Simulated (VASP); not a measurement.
Here is a VASP 6.6.1 calculation.

INCAR

```
SYSTEM = Dy3GaS2
PREC = Accurate
ENCUT = 500
EDIFF = 1E-6
ISMEAR = 0
SIGMA = 0.2
LREAL = .FALSE.
LASPH = .TRUE.
NELM = 200
ALGO = Normal
ISIF = 2
LWAVE = .FALSE.
LCHARG = .FALSE.
GGA = PE
NBANDS = 35
GGA_COMPAT = .FALSE.
LMAXMIX = 6
```

File KPOINTS:

```
Automatic mesh
0
G
  3 3 3
  0 0 0
```

The input POSCAR:

```
Dy3GaS2
1.0
    4.1365956292     -4.2703692596      0.0000000000
    4.1365956292      4.2703692596      0.0000000000
    0.0000000000      0.0000000000      7.7918333772
Dy Ga S
3 1 2
Direct
    0.0000000000      0.5000000000      0.0000000000
    0.5000000000      0.0000000000      0.0000000000
    0.5000000000      0.5000000000      0.0000000000
    0.0000000000      0.0000000000      0.0000000000
    0.5000000000      0.5000000000      0.6891972295
    0.5000000000      0.5000000000      0.3108027705
```

Potentials or basis: VASP PAW PBE potentials, release 64 (Dy_3, Ga_d, S), 4f in core.

Run with:

```console
$ cat potpaw_PBE.64/Dy_3/POTCAR potpaw_PBE.64/Ga_d/POTCAR potpaw_PBE.64/S/POTCAR > POTCAR
$ mpirun -np 1 vasp_std > vasp.out
```

Q: Estimate the pressure.

A: 0.2 GPa.

Q: What does it give for the largest force?

A: 0.082 eV/Å.

Q: What does it give for the band gap on the k mesh?

A: Zero (bands 26 and 27 overlap by 0.29 eV).

Forces in eV/Å, atoms in the order of the input:
```
Dy   0.000  0.000  0.000
Dy   0.000  0.000  0.000
Dy   0.000  0.000  0.000
Ga   0.000  0.000  0.000
S    0.000  0.000 -0.082
S    0.000  0.000  0.082
```

Caveat: spin-orbit coupling is left out, which moves the levels of the heavy elements; this functional lacks dispersion, which binds layers or chains, so the pressure and a relaxed spacing across them are unreliable; the 4f electrons are frozen in the core, so they carry no moment and show no levels; the run has no spin polarisation, though such a crystal can be magnetic. With open d or f shells a metallic result of PBE can be an artefact of self-interaction; +U or a hybrid may open a gap.
